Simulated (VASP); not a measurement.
# C: single point with RPBE

Slab: C, a slab with vacuum.

```
C
1.0
     2.45617    0.00000    0.00000
    -1.22809    2.12711    0.00000
     0.00000    0.00000    8.52380
C
2
Cartesian
  0.0000 1.4181 0.0000
  1.2281 0.7090 0.0000
```

| Property | Result |
| --- | --- |
| Program | VASP 6.6.1 |
| Task | single point |
| Functional | RPBE |
| Potentials or basis | VASP PAW PBE potentials, release 64 (C) |
| Cutoff | 600 eV |
| k mesh | 6 × 6 × 2 |
| Occupations | gaussian, width 0.1 eV |
| Spin | no spin polarisation |
| Dipole correction | no |
| Further INCAR settings | ALGO = Normal; EDIFF = 1e-06; NBANDS = 11 |

| Property | Result |
| --- | --- |
| Band gap on the k mesh | zero (filled and empty bands touch) |

Levels at points of the mesh, in eV from the Fermi level:
| k point | band 2 | band 3 | band 4 | band 5 | band 6 | band 7 |
| --- | --- | --- | --- | --- | --- | --- |
| (0.00, 0.00, 0.00) | -7.69 | -3.03 | -3.03 | 2.79 | 5.04 | 6.94 |
| (0.50, 0.00, 0.00) | -13.35 | -6.45 | -2.39 | 1.71 | 7.46 | 10.78 |
| (0.00, 0.00, 0.50) | -7.69 | -3.03 | -3.03 | 3.52 | 3.57 | 8.40 |
| (0.50, 0.00, 0.50) | -13.35 | -6.45 | -2.39 | 1.71 | 7.46 | 11.36 |

It took 17 s on 1 thread of Intel Xeon 8259CL, on a shared host, peak memory 0.16 GiB.

Caveat: the k points lie up to 0.49 Å⁻¹ apart.
